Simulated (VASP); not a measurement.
# Pt in VASP: a series of runs

Runs on Pt. Level: PBE. Tasks: single point.

Everything below comes from runs of VASP 6.6.1. Logs are shortened: lines on timing, memory, paths and dates and some standing lists are left out, and cuts for length are marked.

**1. The cell of the first run**

The cell holds a slab with vacuum, 5 atoms: a = 2.809 Å, b = 3.972 Å, c = 21.617 Å, α = 90.00°, β = 90.00°, γ = 90.00°.

**2. Single point, PBE**

The input, INCAR:

```
SYSTEM = Pt
PREC = Accurate ; ENCUT = 520
EDIFF = 1E-7 ; ISMEAR = -1
SIGMA = 0.1 ; LREAL = .FALSE.
LASPH = .TRUE. ; NELM = 100
ALGO = Normal ; ISIF = 2
LWAVE = .FALSE. ; LCHARG = .FALSE.
LDIPOL = .TRUE. ; IDIPOL = 3
DIPOL = 0.5 0.5 0.500 ; GGA = PE
NBANDS = 33
```

The input, KPOINTS:

```
Automatic mesh
0
G
  14 10 1
  0 0 0
```

The input, POSCAR:

```
Pt
1.0
    2.8085470207      0.0000000000      0.0000000000
    0.0000000000      3.9718852873      0.0000000000
    0.0000000000      0.0000000000     21.6171000000
Pt
5
Direct
    0.0000000000      0.0000000000      0.3765355038
    0.5000000000      0.5000000000      0.4306601880
    0.0000000000      0.0000000000      0.4999999997
    0.5000000000      0.5000000000      0.5693398123
    0.0000000000      0.0000000000      0.6234644962
```

Potentials or basis: VASP PAW PBE potentials, release 64 (Pt).

Started as:

```sh
$ cat potpaw_PBE.64/Pt/POTCAR > POTCAR
$ mpirun -np 1 vasp_std > vasp.out
```

OUTCAR:

```text
SYSTEM = Pt
   PREC = Accurate
   ENCUT = 520
   EDIFF = 1E-7
   ISMEAR = -1
   LREAL = .FALSE.
   LASPH = .TRUE.
   NELM = 100
   ISIF = 2
   GGA = PE

 ion  position               nearest neighbor table
   1  0.000  0.000  0.377-   3 2.67   2 2.70   2 2.70   2 2.70   2 2.70
   2  0.500  0.500  0.431-   1 2.70   1 2.70   1 2.70   1 2.70   3 2.86   3 2.86   3 2.86   3 2.86
                             4 3.00
   3  0.000  0.000  0.500-   1 2.67   5 2.67   2 2.86   2 2.86   2 2.86   2 2.86   4 2.86   4 2.86
                             4 2.86   4 2.86
   4  0.500  0.500  0.569-   5 2.70   5 2.70   5 2.70   5 2.70   3 2.86   3 2.86   3 2.86   3 2.86
                             2 3.00
   5  0.000  0.000  0.623-   3 2.67   4 2.70   4 2.70   4 2.70   4 2.70

  LATTYP: Found a simple orthorhombic cell.
 ALAT       =     2.8085470207
 B/A-ratio  =     1.4142135624
 C/A-ratio  =     7.6968980190

  Lattice vectors:

 A1 = (   2.8085470207,   0.0000000000,   0.0000000000)
 A2 = (   0.0000000000,   3.9718852873,   0.0000000000)
 A3 = (   0.0000000000,   0.0000000000,  21.6171000000)

Analysis of symmetry for initial positions (statically):
=====================================================================
 Subroutine PRICEL returns:
 Original cell was already a primitive cell.

 Routine SETGRP: Setting up the symmetry group for a
 simple orthorhombic supercell.

 Subroutine GETGRP returns: Found  8 space group operations
 (whereof  8 operations were pure point group operations)
 out of a pool of  8 trial point group operations.

The static configuration has the point symmetry D_2h.

Analysis of symmetry for dynamics (positions and initial velocities):
=====================================================================
 Subroutine PRICEL returns:
 Original cell was already a primitive cell.

 Routine SETGRP: Setting up the symmetry group for a
 simple orthorhombic supercell.

 Subroutine GETGRP returns: Found  8 space group operations
 (whereof  8 operations were pure point group operations)
 out of a pool of  8 trial point group operations.

The dynamic configuration has the point symmetry D_2h.

 Subroutine INISYM returns: Found  8 space group operations
 (whereof  8 operations are pure point group operations),
 and found     1 'primitive' translations

----------------------------------------------------------------------------------------

                                     Primitive cell

  volume of cell :     241.1436

  direct lattice vectors                    reciprocal lattice vectors
     2.808547021  0.000000000  0.000000000     0.356055994  0.000000000  0.000000000
     0.000000000  3.971885287  0.000000000     0.000000000  0.251769608  0.000000000
     0.000000000  0.000000000 21.617100000     0.000000000  0.000000000  0.046259674

  length of vectors
     2.808547021  3.971885287 21.617100000     0.356055994  0.251769608  0.046259674

  position of ions in fractional coordinates (direct lattice)
     0.000000000  0.000000000  0.376535504
     0.500000000  0.500000000  0.430660188
     0.000000000  0.000000000  0.500000000
     0.500000000  0.500000000  0.569339812
     0.000000000  0.000000000  0.623464496

  ion indices of the primitive-cell ions
   primitive index   ion index
                 1           1
                 2           2
                 3           3
                 4           4
                 5           5

----------------------------------------------------------------------------------------

 KPOINTS: Automatic mesh

Automatic generation of k-mesh.
 Grid dimensions read from file:
 generate k-points for:   14   10    1

 Generating k-lattice:

  Cartesian coordinates                     Fractional coordinates (reciprocal lattice)
     0.025432571  0.000000000  0.000000000     0.071428571  0.000000000  0.000000000
     0.000000000  0.025176961  0.000000000     0.000000000  0.100000000  0.000000000
     0.000000000  0.000000000  0.046259674     0.000000000  0.000000000  1.000000000

  Length of vectors
     0.025432571  0.025176961  0.046259674

  Shift w.r.t. Gamma in fractional coordinates (k-lattice)
     0.000000000  0.000000000  0.000000000

 Subroutine IBZKPT returns following result:
 ===========================================

 Found     48 irreducible k-points:

 Following reciprocal coordinates:
            Coordinates               Weight
  0.000000  0.000000  0.000000      1.000000
  0.071429  0.000000  0.000000      2.000000
  0.142857  0.000000  0.000000      2.000000
  0.214286  0.000000  0.000000      2.000000
  0.285714  0.000000  0.000000      2.000000
  0.357143  0.000000  0.000000      2.000000
[... 16 lines left out ...]
  0.428571  0.200000  0.000000      4.000000
  0.500000  0.200000  0.000000      2.000000
 [... further k-points ...]
   k-points           NKPTS =     48   k-points in BZ     NKDIM =     48   number of bands    NBANDS=     33
   number of dos      NEDOS =    301   number of ions     NIONS =      5
   total plane-waves  NPLWV = 116640
   dimension x,y,z NGX =    24 NGY =   30 NGZ =  162
   dimension x,y,z NGXF=    48 NGYF=   60 NGZF=  324
   ions per type =               5
   NGX,Y,Z   is equivalent  to a cutoff of  14.21, 12.56, 12.46 a.u.
   NGXF,Y,Z  is equivalent  to a cutoff of  28.41, 25.11, 24.92 a.u.
 SYSTEM =  Pt
   PREC   = accura    normal or accurate (medium, high low for compatibility)
   ISTART =      0    job   : 0-new  1-cont  2-samecut
   ICHARG =      2    charge: 1-file 2-atom 10-const
   ISPIN  =      1    spin polarized calculation?
   LNONCOLLINEAR =      F non collinear calculations
   LSORBIT =      F    spin-orbit coupling
   LASPH  =      T    aspherical Exc in radial PAW
   ENCUT  =  520.0 eV  38.22 Ry    6.18 a.u.   5.22  7.39 40.19*2*pi/ulx,y,z
   NELM   =    100;   NELMIN=  2; NELMDL= -5     # of ELM steps
   EDIFF  = 0.1E-06   stopping-criterion for ELM
   LREAL  =      F    real-space projection
   EDIFFG = 0.1E-05   stopping-criterion for IOM
   NSW    =      0    number of steps for IOM
   IBRION =     -1    ionic relax: 0-MD 1-quasi-New 2-CG
   NFREE  =      0    steps in history (QN), initial steepest desc. (CG)
   ISIF   =      2    stress and relaxation
   ISYM   =      2    0-nonsym 1-usesym 2-fastsym
   POTIM  = 0.5000    time-step for ionic-motion
   TEBEG  =    0.0;   TEEND  =   0.0 temperature during run
   PSTRESS=    0.0 pullay stress
   NELECT =      50.0000    total number of electrons
   NUPDOWN=      -1.0000    fix difference up-down
   EMIN   =  10.00;   EMAX   =-10.00  energy-range for DOS
   EFERMI =   0.00;   METHOD = LEGACY
   ISMEAR =    -1;   SIGMA  =   0.10  broadening in eV -4-tet -1-fermi 0-gaus
   EFERMI_NEDOS =   21; number of points for ismear=-14 and -15
   IALGO  =     38    algorithm
   IMIX   =      4    mixing-type and parameters
     AMIX     =   0.40;   BMIX     =  1.00
     AMIX_MAG =   1.60;   BMIX_MAG =  1.00
  volume/ion in A,a.u.               =      48.23       325.46
  Fermi-wavevector in a.u.,A,eV,Ry     =   0.968961  1.831070 12.774307  0.938885
  Thomas-Fermi vector in A             =   2.098974
   LORBIT       =      0    0 simple, 1 ext, 2 COOP (PROOUT), +10 PAW based schemes
   GGA     = PE    functional components
   LHFCALC =     F    Hartree Fock is set to
   AEXX    =    0.0000 exact exchange contribution
   IVDW    =     0    specifies the selected vdW correction
   LEPSILON=     F    determine dielectric tensor
   LRPA    =     F    only Hartree local field effects (RPA)
 non-spin polarized calculation
  energy-cutoff  :      520.00
  volume of cell :      241.14
 maximum number of plane-waves:      6538
 NGX is ok and might be reduce to    24
   NGX = 11   NGY = 15   NGZ = 81

 dipolmoment           0.000000      0.000000      0.000000 electrons x Angstroem

 number of electron      50.0000005 magnetization

 dipolmoment           0.000000      0.000000     -0.000000 electrons x Angstroem

 Free energy of the ion-electron system (eV)
  ---------------------------------------------------
  ext. energy  EPLUGINS =         0.00000000
  ---------------------------------------------------
  free energy    TOTEN  =       -28.08780904 eV

  energy without entropy =      -27.78296279  energy(sigma->0) =      -27.93538592

 E-fermi :  -0.0562     XC(G=0):  -5.1546

 val. band max:       -0.0579104356   @ k =   0.5000   0.1000   0.0000
 cond. band min:      -0.0524835767   @ k =   0.2143   0.5000   0.0000
 fundamental gap:      0.0054268589
 Fermi energy:        -0.0562399049

 k-point     1 :       0.0000    0.0000    0.0000
  band No.  band energies     occupation
      1      -9.0561      2.00000
      2      -7.3591      2.00000
      3      -6.3010      2.00000
      4      -5.7423      2.00000
      5      -5.6984      2.00000
      6      -5.0219      2.00000
[... 25 lines left out ...]
     32       5.1014      0.00000
     33       5.4238      0.00000

 k-point     2 :       0.0714    0.0000    0.0000
  band No.  band energies     occupation
      1      -8.9267      2.00000
      2      -7.2429      2.00000
      3      -6.1814      2.00000
      4      -5.6699      2.00000
      5      -5.5736      2.00000
      6      -4.8875      2.00000
[... 25 lines left out ...]
     32       5.2079      0.00000
     33       5.5204      0.00000

 k-point     3 :       0.1429    0.0000    0.0000
  band No.  band energies     occupation
      1      -8.5530      2.00000
      2      -6.9364      2.00000
      3      -5.8653      2.00000
      4      -5.4650      2.00000
      5      -5.2573      2.00000
      6      -4.8230      2.00000
[... 25 lines left out ...]
     32       5.5204      0.00000
     33       5.8031      0.00000

 k-point     4 :       0.2143    0.0000    0.0000
  band No.  band energies     occupation
      1      -7.9805      2.00000
      2      -6.5861      2.00000
      3      -5.5115      2.00000
      4      -5.2011      2.00000
      5      -5.1166      2.00000
      6      -4.9484      2.00000
[... 25 lines left out ...]
     32       6.2402      0.00000
     33       6.3882      0.00000

 k-point     5 :       0.2857    0.0000    0.0000
  band No.  band energies     occupation
      1      -7.2902      2.00000
      2      -6.4067      2.00000
      3      -5.5528      2.00000
      4      -5.3676      2.00000
      5      -5.0050      2.00000
      6      -4.7891      2.00000
[... 604 lines left out ...]
 k-point    22 :       0.3571    0.2000    0.0000
  band No.  band energies     occupation
      1      -6.5527      2.00000
      2      -6.1258      2.00000
      3      -5.6941      2.00000
      4      -5.3611      2.00000
      5      -5.2455      2.00000
      6      -4.9700      2.00000
[... 25 lines left out ...]
     32       6.4889      0.00000
     33       6.9013      0.00000

 k-point    23 :       0.4286    0.2000    0.0000
  band No.  band energies     occupation
      1      -6.2300      2.00000
      2      -6.2196      2.00000
      3      -5.8802      2.00000
      4      -5.5777      2.00000
      5      -5.3789      2.00000
      6      -5.1539      2.00000
[... 25 lines left out ...]
     32       6.2497      0.00000
     33       6.6186      0.00000

 k-point    24 :       0.5000    0.2000    0.0000
  band No.  band energies     occupation
      1      -6.2608      2.00000
      2      -6.0975      2.00000
      3      -5.9443      2.00000
      4      -5.6949      2.00000
      5      -5.4144      2.00000
      6      -5.2385      2.00000
[... 25 lines left out ...]
     32       5.9406      0.00000
     33       7.9484      0.00000

 [... further k-points ...]

------------------------ aborting loop because EDIFF is reached ----------------------------------------

 vacuum level on the upper side and lower side of the slab       (xc-potential included)        -0.070        -0.070

  FORCE on cell =-STRESS in cart. coord.  units (eV):
  Direction    XX          YY          ZZ          XY          YZ          ZX
  --------------------------------------------------------------------------------------
  -------------------------------------------------------------------------------------
  Total       -4.4051489     -0.3490019     -0.2115659      0.0000000      0.0000000      0.0000000
  in kB      -29.2681553     -2.3187959     -1.4056601      0.0000000      0.0000000      0.0000000
  external PRESSURE =     -10.9975371 kB  Pullay stress =       0.0000000 kB

 VOLUME and BASIS-vectors are now :
 -----------------------------------------------------------------------------
  energy-cutoff  :      520.00
  volume of cell :      241.14
      direct lattice vectors                 reciprocal lattice vectors
     2.808547021  0.000000000  0.000000000     0.356055994  0.000000000  0.000000000
     0.000000000  3.971885287  0.000000000     0.000000000  0.251769608  0.000000000
     0.000000000  0.000000000 21.617100000     0.000000000  0.000000000  0.046259674

 POSITION                                       TOTAL-FORCE (eV/Angst)
 -----------------------------------------------------------------------------------
      0.00000      0.00000      8.13961         0.000000      0.000000      0.032338
      1.40427      1.98594      9.30962         0.000000      0.000000     -0.008468
      0.00000      0.00000     10.80855         0.000000      0.000000      0.000000
      1.40427      1.98594     12.30748         0.000000      0.000000      0.008468
      0.00000      0.00000     13.47749         0.000000     -0.000000     -0.032338
 -----------------------------------------------------------------------------------
    total drift:                                0.000000      0.000000     -0.000001

  FREE ENERGIE OF THE ION-ELECTRON SYSTEM (eV)
  ---------------------------------------------------
  free  energy   TOTEN  =       -28.0878090397 eV

  energy  without entropy=      -27.7829627939  energy(sigma->0) =      -27.93538592

 vacuum level on the upper side and lower side of the slab         5.004         5.004
```

It took 4.4 min on 1 thread of Intel Xeon 6975P-C (Granite Rapids), shared host; peak memory 0.5 GiB.

Results:

* Free energy: -28.0878 eV
* Largest force: 0.032 eV/Å
* Band gap on the k mesh: zero (bands 25 and 26 overlap by 0.79 eV)

Forces in eV/Å, atoms in the order of the input:
```
Pt   0.000  0.000  0.032
Pt   0.000  0.000 -0.008
Pt   0.000  0.000  0.000
Pt   0.000  0.000  0.008
Pt   0.000  0.000 -0.032
```

Levels at points of the mesh, in eV from the Fermi level:
| k point | band 22 | band 23 | band 24 | band 25 | band 26 | band 27 | band 28 | band 29 |
| --- | --- | --- | --- | --- | --- | --- | --- | --- |
| (0.00, 0.00, 0.00) | -1.26 | -1.06 | -0.60 | -0.23 | 0.01 | 0.15 | 0.51 | 1.73 |
| (0.50, 0.00, 0.00) | -0.04 | 0.10 | 0.27 | 0.50 | 1.88 | 2.06 | 2.30 | 2.32 |
| (0.00, 0.50, 0.00) | -0.65 | -0.45 | -0.18 | -0.16 | -0.12 | -0.08 | -0.06 | 0.26 |
| (0.50, 0.50, 0.00) | 0.05 | 0.06 | 0.09 | 0.30 | 1.14 | 1.50 | 4.21 | 4.52 |

Caveat: spin-orbit coupling is left out, which moves the levels of the heavy elements.

**3. Single point, PBE**

The input, INCAR:

```
ALGO = Normal ; DIPOL = 0.5 0.5 0.500
EDIFF = 1E-6 ; EFIELD = -0.1
ENCUT = 520 ; GGA = PE
IDIPOL = 3 ; ISIF = 2
ISMEAR = -1 ; LASPH = T
LCHARG = F ; LDIPOL = T
LREAL = F ; LWAVE = F
NBANDS = 33 ; NELM = 80
PREC = Accurate ; SIGMA = 0.1
```

The input, KPOINTS:

```
k-points
0
Gamma
  14 10 1
```

POSCAR is that of step 2.

Potentials or basis: VASP PAW PBE potentials, release 64 (Pt).

Started as:

```sh
$ cat potpaw_PBE.64/Pt/POTCAR > POTCAR
$ mpirun -np 1 vasp_std > vasp.out
```

It took 4.7 min on 1 thread of Intel Xeon 6975P-C (Granite Rapids), shared host; peak memory 0.5 GiB.

It converged, with:

```
Free energy            : -28.0903 eV
Largest force          : 0.036 eV/Å
Band gap on the k mesh : zero (bands 25 and 26 overlap by 0.79 eV)
```

Forces on the atoms (eV/Å):
```
Pt   0.000  0.000  0.028
Pt   0.000  0.000 -0.011
Pt   0.000  0.000  0.012
Pt   0.000  0.000  0.006
Pt   0.000  0.000 -0.036
```

Levels at points of the mesh, in eV from the Fermi level:
```csv
k point,band 23,band 24,band 25,band 26,band 27,band 28
"(0.00, 0.00, 0.00)",-1.06,-0.60,-0.23,0.01,0.15,0.51
"(0.50, 0.00, 0.00)",0.10,0.27,0.50,1.88,2.06,2.30
"(0.00, 0.50, 0.00)",-0.45,-0.18,-0.16,-0.12,-0.08,-0.06
"(0.50, 0.50, 0.00)",0.06,0.09,0.30,1.14,1.50,4.21
```

Caveat: spin-orbit coupling is left out, which moves the levels of the heavy elements.

**4. Single point, PBE**

The input, INCAR:

```
PREC     = Accurate       # precision mode
ENCUT    = 520            # plane-wave cutoff, eV
EDIFF    = 1E-6           # SCF threshold, eV
ISMEAR   = -1             # smearing method
SIGMA    = 0.1            # smearing width, eV
LREAL    = F              # projectors in reciprocal space
LASPH    = T              # aspherical terms in the spheres
NELM     = 80             # most SCF steps
ALGO     = Normal         # electronic algorithm
ISIF     = 2              # what is computed and relaxed
LWAVE    = F              # write WAVECAR
LCHARG   = T              # write CHGCAR
GGA      = PE             # functional
LELF     = T              # ELF
LVHAR    = T            
NBANDS   = 33             # bands
```

The input, KPOINTS:

```
regular mesh
0
Gamma
  14 10 1
```

POSCAR is that of step 3.

Started as:

```sh
$ cat potpaw_PBE.64/Pt/POTCAR > POTCAR
$ mpirun -np 1 vasp_std > vasp.out
```

It took 7.3 min on 1 thread of Intel Xeon Platinum 8375C at 2.90GHz (Ice Lake), shared host; peak memory 0.5 GiB.

It converged, with:

- Free energy: -28.0878 eV
- Largest force: 0.032 eV/Å
- Band gap on the k mesh: zero (bands 25 and 26 overlap by 0.79 eV)

Forces on the atoms (eV/Å):
```
Pt   0.000  0.000  0.032
Pt   0.000  0.000 -0.008
Pt   0.000  0.000  0.000
Pt   0.000  0.000  0.008
Pt   0.000  0.000 -0.032
```

Levels at points of the mesh, in eV from the Fermi level:
```tsv
k point	band 23	band 24	band 25	band 26	band 27	band 28
(0.00, 0.00, 0.00)	-1.06	-0.60	-0.23	0.01	0.15	0.51
(0.50, 0.00, 0.00)	0.10	0.27	0.50	1.88	2.06	2.30
(0.00, 0.50, 0.00)	-0.45	-0.18	-0.16	-0.12	-0.08	-0.06
(0.50, 0.50, 0.00)	0.06	0.09	0.30	1.14	1.50	4.21
```

Caveat: spin-orbit coupling is left out, which moves the levels of the heavy elements.

**5. Overview**

| dipole correction | electric field (eV/Å) | gap on the mesh (eV) | largest force (eV/Å) |
| --- | --- | --- | --- |
| yes | - | none | 0.03 |
| yes | -0.1 eV/Å | none | 0.04 |
| no | - | none | 0.03 |

Alike in all rows: task single point; level PBE; potentials or basis VASP PAW PBE potentials, release 64 (Pt); no spin polarisation; cell as given; k mesh 14 × 10 × 1; cutoff (eV) 520; smearing fermi-dirac 0.1 eV.

Caveats: spin-orbit coupling is left out, which moves the levels of the heavy elements.

Total energies depend on the potentials used, so only differences within one code and one set of settings carry meaning.
